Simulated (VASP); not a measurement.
# BaTiO3 (Amm2) in VASP: single point with PBE+U

Aim: the single point of BaTiO3 with PBE+U.

Program: VASP 6.6.1. These are calculated values, not measurements. Logs are shortened: lines on timing, memory, paths and dates and some standing lists are left out, and cuts for length are marked.

### Step 1. The cell of the first run

The structure is orthorhombic, space group Amm2 (No. 38). The conventional cell has a = 4.348 Å, b = 6.193 Å, c = 6.212 Å, α = 90.00°, β = 90.00°, γ = 90.00°. Ba (site symmetry mm2) has 12 O at 3.06 to 3.15 Å and 8 Ti at 3.75 to 3.83 Å within 4.0 Å. Ti (site symmetry mm2) has 6 O at 2.13 to 2.26 Å within 2.8 Å. Within 2.9 Å of O (site symmetry mm2) lie 2 Ti at 2.18 Å. Within 2.8 Å of O (site symmetry m) lie 2 Ti at 2.13 to 2.26 Å.

### Step 2. Single point, PBE+U

The input, INCAR:

```
SYSTEM = BaTiO3
  ALGO = Normal
  EDIFF = 1E-6
  ENCUT = 520
  GGA = PE
  ISIF = 2
  ISMEAR = 0
  LASPH = .True.
  LCHARG = .False.
  LDAU = .True.
  LDAUJ = 0 0 0
  LDAUL = -1 2 -1
  LDAUPRINT = 1
  LDAUTYPE = 2
  LDAUU = 0 4 0
  LMAXMIX = 4
  LREAL = .False.
  LWAVE = .False.
  NBANDS = 28
  NELM = 150
  PREC = Accurate
  SIGMA = 0.02
```

The input, KPOINTS:

```
k-points
0
Gamma
  8 8 8
  0 0 0
```

The input, POSCAR:

```
BaTiO3
1.0
    4.3482183854      0.0000000000      0.0000000000
    0.0000000000      3.0963361789      3.1058858666
    0.0000000000     -3.0963361789      3.1058858666
Ba Ti O
1 1 3
Direct
    0.0000000000      0.0000000000      0.0000000000
    0.5000000000      0.5079000000      0.5079000000
    0.0000000000      0.4921000000      0.4921000000
    0.5000000000      0.5025100000      0.9937100000
    0.5000000000      0.9937100000      0.5025100000
```

Potentials or basis: VASP PAW PBE potentials, release 64 (Ba_sv, Ti_sv, O).

The run is started by

```
$ cat potpaw_PBE.64/Ba_sv/POTCAR potpaw_PBE.64/Ti_sv/POTCAR potpaw_PBE.64/O/POTCAR > POTCAR
$ mpirun -np 1 vasp_std > vasp.out
```

OUTCAR:

```text
SYSTEM = BaTiO3
   EDIFF = 1E-6
   ENCUT = 520
   GGA = PE
   ISIF = 2
   ISMEAR = 0
   LASPH = .True.
   LREAL = .False.
   NELM = 150
   PREC = Accurate

 ion  position               nearest neighbor table
   1  0.000  0.000  0.000-   3 3.06   4 3.08   5 3.08   4 3.08   5 3.08   4 3.10   5 3.10   5 3.10
                             4 3.10   3 3.10   3 3.10   3 3.15   2 3.75   2 3.75   2 3.78   2 3.78
   2  0.500  0.508  0.508-   4 2.13   5 2.13   3 2.18   3 2.18   5 2.26   4 2.26   1 3.75   1 3.75
                             1 3.78   1 3.78   1 3.78   1 3.78   1 3.83   1 3.83
   3  0.000  0.492  0.492-   2 2.18   2 2.18   1 3.06   1 3.10   1 3.10   1 3.15
   4  0.500  0.503  0.994-   2 2.13   2 2.26   1 3.08   1 3.08   1 3.10   1 3.10
   5  0.500  0.994  0.503-   2 2.13   2 2.26   1 3.08   1 3.08   1 3.10   1 3.10

  LATTYP: Found a base centered orthorhombic cell.
 ALAT       =     6.1926723578
 B/A-ratio  =     1.0030841896
 C/A-ratio  =     0.7021554079

  Lattice vectors:

 A1 = (   0.0000000000,   3.0963361789,  -3.1058858666)
 A2 = (   0.0000000000,   3.0963361789,   3.1058858666)
 A3 = (   4.3482183854,   0.0000000000,   0.0000000000)

Analysis of symmetry for initial positions (statically):
=====================================================================
 Subroutine PRICEL returns:
 Original cell was already a primitive cell.

 Routine SETGRP: Setting up the symmetry group for a
 base centered orthorhombic supercell.

 Subroutine GETGRP returns: Found  4 space group operations
 (whereof  4 operations were pure point group operations)
 out of a pool of  8 trial point group operations.

The static configuration has the point symmetry C_2v.

Analysis of symmetry for dynamics (positions and initial velocities):
=====================================================================
 Subroutine PRICEL returns:
 Original cell was already a primitive cell.

 Routine SETGRP: Setting up the symmetry group for a
 base centered orthorhombic supercell.

 Subroutine GETGRP returns: Found  4 space group operations
 (whereof  4 operations were pure point group operations)
 out of a pool of  8 trial point group operations.

The dynamic configuration has the point symmetry C_2v.

 Subroutine INISYM returns: Found  4 space group operations
 (whereof  4 operations are pure point group operations),
 and found     1 'primitive' translations

----------------------------------------------------------------------------------------

                                     Primitive cell

  volume of cell :      83.6325

  direct lattice vectors                    reciprocal lattice vectors
     4.348218385  0.000000000  0.000000000     0.229979249  0.000000000  0.000000000
     0.000000000  3.096336179  3.105885867     0.000000000  0.161481174  0.160984666
     0.000000000 -3.096336179  3.105885867     0.000000000 -0.161481174  0.160984666

  length of vectors
     4.348218385  4.385638465  4.385638465     0.229979249  0.228018052  0.228018052

  position of ions in fractional coordinates (direct lattice)
     0.000000000  0.000000000  0.000000000
     0.500000000  0.507900000  0.507900000
     0.000000000  0.492100000  0.492100000
     0.500000000  0.502510000  0.993710000
     0.500000000  0.993710000  0.502510000

  ion indices of the primitive-cell ions
   primitive index   ion index
                 1           1
                 2           2
                 3           3
                 4           4
                 5           5

----------------------------------------------------------------------------------------

 KPOINTS: k-points

Automatic generation of k-mesh.
 Grid dimensions read from file:
[... 55 lines left out ...]
 SYSTEM =  BaTiO3
   PREC   = accura    normal or accurate (medium, high low for compatibility)
   ISTART =      0    job   : 0-new  1-cont  2-samecut
   ICHARG =      2    charge: 1-file 2-atom 10-const
   ISPIN  =      1    spin polarized calculation?
   LNONCOLLINEAR =      F non collinear calculations
   LSORBIT =      F    spin-orbit coupling
   LASPH  =      T    aspherical Exc in radial PAW
   ENCUT  =  520.0 eV  38.22 Ry    6.18 a.u.   8.08  8.15  8.15*2*pi/ulx,y,z
   NELM   =    150;   NELMIN=  2; NELMDL= -5     # of ELM steps
   EDIFF  = 0.1E-05   stopping-criterion for ELM
   LREAL  =      F    real-space projection
   EDIFFG = 0.1E-04   stopping-criterion for IOM
   NSW    =      0    number of steps for IOM
   IBRION =     -1    ionic relax: 0-MD 1-quasi-New 2-CG
   NFREE  =      0    steps in history (QN), initial steepest desc. (CG)
   ISIF   =      2    stress and relaxation
   ISYM   =      2    0-nonsym 1-usesym 2-fastsym
   POTIM  = 0.5000    time-step for ionic-motion
   TEBEG  =    0.0;   TEEND  =   0.0 temperature during run
   PSTRESS=    0.0 pullay stress
   NELECT =      40.0000    total number of electrons
   NUPDOWN=      -1.0000    fix difference up-down
   EMIN   =  10.00;   EMAX   =-10.00  energy-range for DOS
   EFERMI =   0.00;   METHOD = LEGACY
   ISMEAR =     0;   SIGMA  =   0.02  broadening in eV -4-tet -1-fermi 0-gaus
   EFERMI_NEDOS =   21; number of points for ismear=-14 and -15
   IALGO  =     38    algorithm
   IMIX   =      4    mixing-type and parameters
     AMIX     =   0.40;   BMIX     =  1.00
     AMIX_MAG =   1.60;   BMIX_MAG =  1.00
  volume/ion in A,a.u.               =      16.73       112.88
  Fermi-wavevector in a.u.,A,eV,Ry     =   1.280275  2.419368 22.301356  1.639103
  Thomas-Fermi vector in A             =   2.412712
   LORBIT       =      0    0 simple, 1 ext, 2 COOP (PROOUT), +10 PAW based schemes
 LDA+U is selected, type is set to LDAUTYPE =  2
   angular momentum for each species LDAUL =    -1    2   -1
   U (eV)           for each species LDAUU =   0.0  4.0  0.0
   J (eV)           for each species LDAUJ =   0.0  0.0  0.0
   GGA     = PE    functional components
   LHFCALC =     F    Hartree Fock is set to
   AEXX    =    0.0000 exact exchange contribution
   IVDW    =     0    specifies the selected vdW correction
   LEPSILON=     F    determine dielectric tensor
   LRPA    =     F    only Hartree local field effects (RPA)
 non-spin polarized calculation
 Gauss-broadening in eV      SIGMA  =   0.02
  energy-cutoff  :      520.00
  volume of cell :       83.63
 maximum number of plane-waves:      2280
   NGX = 17   NGY = 17   NGZ = 17

atom =   2  type =  2  l = 2

 onsite density matrix

spin component  1

  0.0987  0.0000  0.0000  0.0000  0.0000
  0.0000  0.1992  0.0000  0.0000  0.0000
  0.0000  0.0000  0.1227  0.0000 -0.0438
  0.0000  0.0000  0.0000  0.0986  0.0000
  0.0000  0.0000 -0.0438  0.0000  0.1750

spin component  2

  0.0987  0.0000  0.0000  0.0000  0.0000
  0.0000  0.1992  0.0000  0.0000  0.0000
  0.0000  0.0000  0.1227  0.0000 -0.0438
  0.0000  0.0000  0.0000  0.0986  0.0000
  0.0000  0.0000 -0.0438  0.0000  0.1750

 occupancies and eigenvectors

  o =  0.0979  v =  0.0000  0.0000 -0.8696  0.0000 -0.4938  0.0000  0.0000  0.0000  0.0000  0.0000      0.0000  0.0000  0.0000  0.0000  0.0000  0.0000  0.0000  0.0000  0.0000  0.0000
  o =  0.0979  v =  0.0000  0.0000  0.0000  0.0000  0.0000  0.0000  0.0000 -0.8696  0.0000 -0.4938      0.0000  0.0000  0.0000  0.0000  0.0000  0.0000  0.0000  0.0000  0.0000  0.0000
  o =  0.0986  v =  0.0000  0.0000  0.0000  1.0000  0.0000  0.0000  0.0000  0.0000  0.0000  0.0000      0.0000  0.0000  0.0000  0.0000  0.0000  0.0000  0.0000  0.0000  0.0000  0.0000
  o =  0.0986  v =  0.0000  0.0000  0.0000  0.0000  0.0000  0.0000  0.0000  0.0000  1.0000  0.0000      0.0000  0.0000  0.0000  0.0000  0.0000  0.0000  0.0000  0.0000  0.0000  0.0000
  o =  0.0987  v =  0.0000  0.0000  0.0000  0.0000  0.0000  1.0000  0.0000  0.0000  0.0000  0.0000      0.0000  0.0000  0.0000  0.0000  0.0000  0.0000  0.0000  0.0000  0.0000  0.0000
  o =  0.0987  v =  1.0000  0.0000  0.0000  0.0000  0.0000  0.0000  0.0000  0.0000  0.0000  0.0000      0.0000  0.0000  0.0000  0.0000  0.0000  0.0000  0.0000  0.0000  0.0000  0.0000
  o =  0.1992  v =  0.0000  0.0000  0.0000  0.0000  0.0000  0.0000  1.0000  0.0000  0.0000  0.0000      0.0000  0.0000  0.0000  0.0000  0.0000  0.0000  0.0000  0.0000  0.0000  0.0000
  o =  0.1992  v =  0.0000  1.0000  0.0000  0.0000  0.0000  0.0000  0.0000  0.0000  0.0000  0.0000      0.0000  0.0000  0.0000  0.0000  0.0000  0.0000  0.0000  0.0000  0.0000  0.0000
  o =  0.1999  v =  0.0000  0.0000  0.0000  0.0000  0.0000  0.0000  0.0000 -0.4938  0.0000  0.8696      0.0000  0.0000  0.0000  0.0000  0.0000  0.0000  0.0000  0.0000  0.0000  0.0000
  o =  0.1999  v =  0.0000  0.0000 -0.4938  0.0000  0.8696  0.0000  0.0000  0.0000  0.0000  0.0000      0.0000  0.0000  0.0000  0.0000  0.0000  0.0000  0.0000  0.0000  0.0000  0.0000

 number of electron      40.0000002 magnetization

 Free energy of the ion-electron system (eV)
  ---------------------------------------------------
  ext. energy  EPLUGINS =         0.00000000
  ---------------------------------------------------
  free energy    TOTEN  =       -35.99142653 eV

  energy without entropy =      -35.99142653  energy(sigma->0) =      -35.99142653

 E-fermi :   2.3153     XC(G=0):  -9.9300

 val. band max:        2.1537205460   @ k =   0.5000   0.5000   0.5000
 cond. band min:       3.7761983831   @ k =   0.0000   0.0000   0.0000
 fundamental gap:      1.6224778371
 Fermi energy:         2.3153396390

 k-point     1 :       0.0000    0.0000    0.0000
  band No.  band energies     occupation
      1     -56.6885      2.00000
      2     -32.7622      2.00000
      3     -32.7608      2.00000
      4     -32.7537      2.00000
      5     -23.4874      2.00000
      6     -14.1221      2.00000
[... 733 lines left out ...]
     27       8.9060      0.00000
     28      10.0213      0.00000

 [... further k-points ...]

------------------------ aborting loop because EDIFF is reached ----------------------------------------

  FORCE on cell =-STRESS in cart. coord.  units (eV):
  Direction    XX          YY          ZZ          XY          YZ          ZX
  --------------------------------------------------------------------------------------
  -------------------------------------------------------------------------------------
  Total      -11.0906201    -11.1043988    -11.3165296      0.0000000      0.0000000      0.0000000
  in kB     -212.4669910   -212.7309542   -216.7948199      0.0000000      0.0000000      0.0000000
  external PRESSURE =    -213.9975884 kB  Pullay stress =       0.0000000 kB

 VOLUME and BASIS-vectors are now :
 -----------------------------------------------------------------------------
  energy-cutoff  :      520.00
  volume of cell :       83.63
      direct lattice vectors                 reciprocal lattice vectors
     4.348218385  0.000000000  0.000000000     0.229979249  0.000000000  0.000000000
     0.000000000  3.096336179  3.105885867     0.000000000  0.161481174  0.160984666
     0.000000000 -3.096336179  3.105885867     0.000000000 -0.161481174  0.160984666

 POSITION                                       TOTAL-FORCE (eV/Angst)
 -----------------------------------------------------------------------------------
      0.00000      0.00000      0.00000         0.000000      0.000000      0.075541
      2.17411      0.00000      3.15496         0.000000      0.000000      0.581813
      0.00000      0.00000      3.05681         0.000000      0.000000      0.147300
      2.17411     -1.52092      4.64709         0.000000      0.336198     -0.402327
      2.17411      1.52092      4.64709         0.000000     -0.336198     -0.402327
 -----------------------------------------------------------------------------------
    total drift:                                0.000000      0.000000      0.000092

  FREE ENERGIE OF THE ION-ELECTRON SYSTEM (eV)
  ---------------------------------------------------
  free  energy   TOTEN  =       -35.9914265309 eV

  energy  without entropy=      -35.9914265309  energy(sigma->0) =      -35.99142653
```

Run time: 3.8 min. Hardware: 1 thread of Intel Xeon Platinum 8259CL at 2.50GHz (Skylake/Cascade Lake), shared host; peak memory 0.37 GiB.

What came out:

- Free energy: -35.9914 eV
- Pressure: -21.4 GPa
- Largest force: 0.582 eV/Å
- Band gap on the k mesh: 1.62 eV (least direct gap 1.97 eV)

Forces in eV/Å, atoms in the order of the input:
```
Ba   0.000  0.000  0.076
Ti   0.000  0.000  0.582
O    0.000  0.000  0.147
O    0.000  0.336 -0.402
O    0.000 -0.336 -0.402
```

Levels at points of the mesh, in eV from the valence-band top:
```csv
k point,band 18,band 19,band 20,band 21,band 22,band 23
"(0.00, 0.00, 0.00)",-0.37,-0.36,-0.34,1.62,1.64,1.67
"(0.50, 0.00, 0.00)",-1.29,-0.73,-0.70,1.72,2.44,2.69
"(0.00, 0.50, 0.00)",-1.24,-0.71,-0.69,1.73,2.47,2.67
"(0.50, 0.50, 0.00)",-0.90,-0.89,-0.06,2.67,2.70,2.92
"(0.00, 0.50, 0.50)",-0.93,-0.92,-0.08,2.67,2.69,2.98
"(0.50, 0.50, 0.50)",-0.02,0.00,0.00,3.09,3.10,3.11
```

Eigenvalues of the final occupation matrices:
| site | spin | trace | eigenvalues |
| --- | --- | --- | --- |
| site 2 d | 1 | 0.69 | 0.10 0.10 0.10 0.20 0.20 |
| site 2 d | 2 | 0.69 | 0.10 0.10 0.10 0.20 0.20 |

Caveat: the cell stands under tension; spin-orbit coupling is left out, which moves the levels of the heavy elements.
